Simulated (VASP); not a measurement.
# SrSiH6 (R-3m) in VASP: further runs, part 2 of 2

VASP 6.6.1. Earlier steps stand in the parts before.

## 4. Relaxation of cell and atoms, PBEsol

This run uses another cell than the first one, of 14.24 Å³/atom.

File INCAR:

```
SYSTEM = SrSiH6
PREC = Accurate
ENCUT = 600
EDIFF = 1E-7
ISMEAR = -1
SIGMA = 0.03
LREAL = .False.
LASPH = .True.
NELM = 80
ALGO = Normal
ISIF = 3
LWAVE = .False.
LCHARG = .False.
GGA = PS
IBRION = 2
NSW = 100
EDIFFG = -0.01
```

File KPOINTS:

```
regular mesh
0
Gamma
  4 4 4
  0 0 0
```

File POSCAR:

```
SrSiH6
1.0
    3.7106776300      2.1423607300      2.3885123900
   -3.7106776300      2.1423607300      2.3885123900
    0.0000000000     -4.2847214600      2.3885123900
Sr Si H
1 1 6
Direct
    0.5000000000      0.5000000000      0.5000000000
    0.0000000000      0.0000000000      0.0000000000
    0.9399501200      0.2918228700      0.2918228700
    0.2918228700      0.9399501200      0.2918228700
    0.2918228700      0.2918228700      0.9399501200
    0.0600498800      0.7081771300      0.7081771300
    0.7081771300      0.0600498800      0.7081771300
    0.7081771300      0.7081771300      0.0600498800
```

Potentials or basis: VASP PAW PBE potentials, release 64 (Sr_sv, Si, H).

The run is started by

```bash
$ cat potpaw_PBE.64/Sr_sv/POTCAR potpaw_PBE.64/Si/POTCAR potpaw_PBE.64/H/POTCAR > POTCAR
$ mpirun -np 1 vasp_std > vasp.out
```

OUTCAR:

```text
SYSTEM = SrSiH6
   PREC = Accurate
   ENCUT = 600
   EDIFF = 1E-7
   ISMEAR = -1
   LREAL = .False.
   LASPH = .True.
   NELM = 80
   ISIF = 3
   GGA = PS
   IBRION = 2
   NSW = 100
   EDIFFG = -0.01

 ion  position               nearest neighbor table
   1  0.500  0.500  0.500-   6 2.78   7 2.78   4 2.78   3 2.78   8 2.78   5 2.78   7 2.78   3 2.78
                             4 2.78   6 2.78   8 2.78   5 2.78   2 3.58   2 3.58
   2  0.000  0.000  0.000-   3 1.96   4 1.96   6 1.96   7 1.96   5 1.96   8 1.96   1 3.58   1 3.58

   3  0.940  0.292  0.292-   2 1.96   1 2.78   1 2.78
   4  0.292  0.940  0.292-   2 1.96   1 2.78   1 2.78
   5  0.292  0.292  0.940-   2 1.96   1 2.78   1 2.78
   6  0.060  0.708  0.708-   2 1.96   1 2.78   1 2.78
   7  0.708  0.060  0.708-   2 1.96   1 2.78   1 2.78
   8  0.708  0.708  0.060-   2 1.96   1 2.78   1 2.78

  LATTYP: Found a trigonal (rhomboedric) cell.
 ALAT       =     4.9054897216
 COS(alpha) =    -0.1443838169

  Lattice vectors:

 A1 = (   3.7106776300,   2.1423607300,   2.3885123900)
 A2 = (  -3.7106776300,   2.1423607300,   2.3885123900)
 A3 = (   0.0000000000,  -4.2847214600,   2.3885123900)

Analysis of symmetry for initial positions (statically):
=====================================================================
 Subroutine PRICEL returns:
 Original cell was already a primitive cell.

 Routine SETGRP: Setting up the symmetry group for a
 trigonal (rhombohedral) supercell.

 Subroutine GETGRP returns: Found 12 space group operations
[... 179 lines left out ...]
      4     -17.1874      2.00000
      5      -8.2609      2.00000
      6      -3.1395      2.00000
      7      -2.5215      2.00000
      8      -2.5215      2.00000
      9      -1.6020      2.00000
     10      -1.6020      2.00000
     11      -0.6653      1.97119
     12       4.0018      0.00000
     13       4.0018      0.00000
     14       4.1047      0.00000
[... 334 lines left out ...]
  FREE ENERGIE OF THE ION-ELECTRON SYSTEM (eV)
  ---------------------------------------------------
  free  energy   TOTEN  =       -29.0713772044 eV

  energy  without entropy=      -29.0713772044  energy(sigma->0) =      -29.07137720

[... ionic steps 4 to 8 ...]

--------------------------------------- Ionic step        9  -------------------------------------------

 number of electron      20.0000000 magnetization

------------------------ aborting loop because EDIFF is reached ----------------------------------------
[... 79 lines left out ...]
--------------------------------------- Ionic step       11  -------------------------------------------

 number of electron      20.0000000 magnetization

 Free energy of the ion-electron system (eV)
  ---------------------------------------------------
  ext. energy  EPLUGINS =         0.00000000
  ---------------------------------------------------
  free energy    TOTEN  =       -29.15120090 eV

  energy without entropy =      -29.15120090  energy(sigma->0) =      -29.15120090

 E-fermi :   1.9871     XC(G=0):  -9.2818

 val. band max:        1.2744120448   @ k =   0.5000  -0.0000   0.0000
 cond. band min:       2.9807755257   @ k =   0.0000   0.0000   0.0000
 fundamental gap:      1.7063634809
 Fermi energy:         1.9870916468

 k-point     1 :       0.0000    0.0000    0.0000
  band No.  band energies     occupation
      1     -32.3297      2.00000
      2     -14.4967      2.00000
      3     -14.3438      2.00000
      4     -14.3438      2.00000
      5      -8.3552      2.00000
      6      -1.7768      2.00000
      7      -1.6962      2.00000
      8      -1.6962      2.00000
      9       0.0212      2.00000
     10       0.0212      2.00000
     11       2.9808      0.00000
     12       5.8576      0.00000
     13       5.8576      0.00000
     14       7.0743      0.00000
[... 250 lines left out ...]
  FREE ENERGIE OF THE ION-ELECTRON SYSTEM (eV)
  ---------------------------------------------------
  free  energy   TOTEN  =       -29.1512008975 eV

  energy  without entropy=      -29.1512008975  energy(sigma->0) =      -29.15120090

 reached required accuracy - stopping structural energy minimisation
```

OSZICAR:

```text
N       E                     dE             d eps       ncg     rms          rms(c)
DAV:   1     0.707616471052E+02    0.70762E+02   -0.90873E+03   390   0.120E+03
DAV:   2    -0.201682109840E+02   -0.90930E+02   -0.88640E+02   488   0.211E+02
DAV:   3    -0.266718748785E+02   -0.65037E+01   -0.64933E+01   729   0.524E+01
[... 119 lines left out ...]
DAV:   4    -0.291512074218E+02   -0.81300E-05   -0.36230E-05   635   0.345E-02    0.475E-02
DAV:   5    -0.291512012060E+02    0.62158E-05   -0.88101E-05   623   0.485E-02    0.824E-03
DAV:   6    -0.291512012336E+02   -0.27633E-07   -0.21033E-06   516   0.109E-02    0.365E-03
DAV:   7    -0.291512009372E+02    0.29643E-06   -0.26703E-07   641   0.278E-03    0.110E-03
DAV:   8    -0.291512008975E+02    0.39689E-07   -0.16475E-08   237   0.959E-04
  11 F= -.29151201E+02 E0= -.29151201E+02  d E =-.194919E-02
```

CONTCAR:

```text
SrSiH6
   1.00000000000000
     3.2625409725520425    1.8836289096938144    2.0557614958001889
    -3.2625409725520425    1.8836289096938144    2.0557614958001889
    -0.0000000000000000   -3.7672578193876287    2.0557614958001889
  Sr              Si              H
     1     1     6
Direct
     0.5000000000000000    0.5000000000000000    0.5000000000000000
     0.0000000000000000    0.0000000000000000    0.0000000000000000
     0.9290142343760571    0.2696766956962520    0.2696766956959283
     0.2696766956962520    0.9290142343760571    0.2696766956959283
     0.2696766956959283    0.2696766956959283    0.9290142343763809
     0.0709857656239428    0.7303233043037478    0.7303233043040719
     0.7303233043037478    0.0709857656239428    0.7303233043040719
     0.7303233043040719    0.7303233043040719    0.0709857656236190

  0.00000000E+00  0.00000000E+00  0.00000000E+00
  0.00000000E+00  0.00000000E+00  0.00000000E+00
  0.00000000E+00  0.00000000E+00  0.00000000E+00
  0.00000000E+00  0.00000000E+00  0.00000000E+00
  0.00000000E+00  0.00000000E+00  0.00000000E+00
  0.00000000E+00  0.00000000E+00  0.00000000E+00
  0.00000000E+00  0.00000000E+00  0.00000000E+00
  0.00000000E+00  0.00000000E+00  0.00000000E+00
```

Wall time 3.3 min (1 thread of Oxide Virtual Turin-like, shared host); peak memory 0.23 GiB.

Results:

| Item | Value |
| --- | --- |
| Free energy | -29.1512 eV |
| Relaxed volume | 9.48 Å³/atom |
| Relaxed cell | a = 4.292 Å, b = 4.292 Å, c = 4.292 Å, α = 98.96°, β = 98.96°, γ = 98.96° |
| Space group after relaxing (to 0.1 Å) | R-3m (No. 166) |
| Energy gained by relaxing | 407.5 meV/atom |
| Ionic steps | 11 |
| Pressure after relaxing | 0.1 GPa |
| Largest force after relaxing | 0.003 eV/Å |
| Band gap on the k mesh | 1.71 eV (least direct gap 2.96 eV) |

Forces in eV/Å, atoms in the order of the input:
```
Sr   0.000  0.000  0.000
Si   0.000  0.000  0.000
H   -0.003 -0.002  0.000
H    0.003 -0.002  0.000
H    0.000  0.003  0.000
H    0.003  0.002  0.000
H   -0.003  0.002  0.000
H    0.000 -0.003  0.000
```

The path:
| step | energy change (eV) | largest force (eV/Å) | pressure (GPa) | volume (Å³) |
| --- | --- | --- | --- | --- |
| 1 | 0.0000 | 1.5170 | -14.57 | 113.93 |
| 2 | -2.3850 | 1.0651 | -10.83 | 93.82 |
| 3 | -3.1802 | 0.1711 | -2.05 | 80.79 |
| 4 | -3.1873 | 0.1108 | -0.18 | 79.07 |
| 5 | -3.1884 | 0.1034 | -0.88 | 79.69 |
| 6 | -3.2167 | 0.1162 | -0.74 | 79.00 |
| 7 | -3.2411 | 0.1933 | -0.21 | 77.50 |
| 8 | -3.2549 | 0.0814 | -0.43 | 76.87 |
| 9 | -3.2581 | 0.0516 | -0.57 | 76.39 |
| 10 | -3.2596 | 0.0264 | 0.36 | 75.53 |
| 11 | -3.2600 | 0.0030 | 0.06 | 75.80 |

Final structure:
```cif
data_structure
_symmetry_space_group_name_H-M 'P 1'
_symmetry_Int_Tables_number 1
_cell_length_a 4.2917
_cell_length_b 4.2917
_cell_length_c 4.2917
_cell_angle_alpha 98.964
_cell_angle_beta 98.964
_cell_angle_gamma 98.964
_cell_volume 75.80
loop_
_atom_site_label
_atom_site_type_symbol
_atom_site_fract_x
_atom_site_fract_y
_atom_site_fract_z
_atom_site_occupancy
Sr1 Sr 0.50000 0.50000 0.50000 1
Si1 Si 0.00000 0.00000 0.00000 1
H1 H 0.92901 0.26968 0.26968 1
H2 H 0.26968 0.92901 0.26968 1
H3 H 0.26968 0.26968 0.92901 1
H4 H 0.07099 0.73032 0.73032 1
H5 H 0.73032 0.07099 0.73032 1
H6 H 0.73032 0.73032 0.07099 1
```

Caveat: the volume moved by over 15 % at a fixed basis, so the end points are rough; the PAW data sets were made with another functional, which shifts forces and pressure a little.

## 5. The runs side by side

| task | level | cell | k mesh | cutoff (eV) | gap on the mesh (eV) | pressure (GPa) | largest force (eV/Å) |
| --- | --- | --- | --- | --- | --- | --- | --- |
| single point | PBEsol | a = 4.289 Å, angles 99.0°, 8 atoms, atomic positions A | 4 × 4 × 4 | 520 | 1.71 | 0.1 | 0.01 |
| single point | r2SCAN+rVV10 | a = 4.310 Å, angles 98.9°, 8 atoms, atomic positions B | 6 × 6 × 6 | 520 | 2.44 | 0.0 | 0.02 |
| relaxation of cell and atoms | PBEsol | relaxed from a = 4.905 Å, angles 98.3°, 8 atoms, atomic positions C | 4 × 4 × 4 | 600 | 1.71 | 0.1 | - |

Alike in all rows: potentials or basis VASP PAW PBE potentials, release 64 (Sr_sv, Si, H); no spin polarisation; smearing fermi-dirac 0.03 eV.

Caveats: the PAW data sets were made with another functional, which shifts forces and pressure a little; the volume moved by over 15 % at a fixed basis, so the end points are rough (at least some runs).

Total energies depend on the potentials used, so only differences within one code and one set of settings carry meaning.
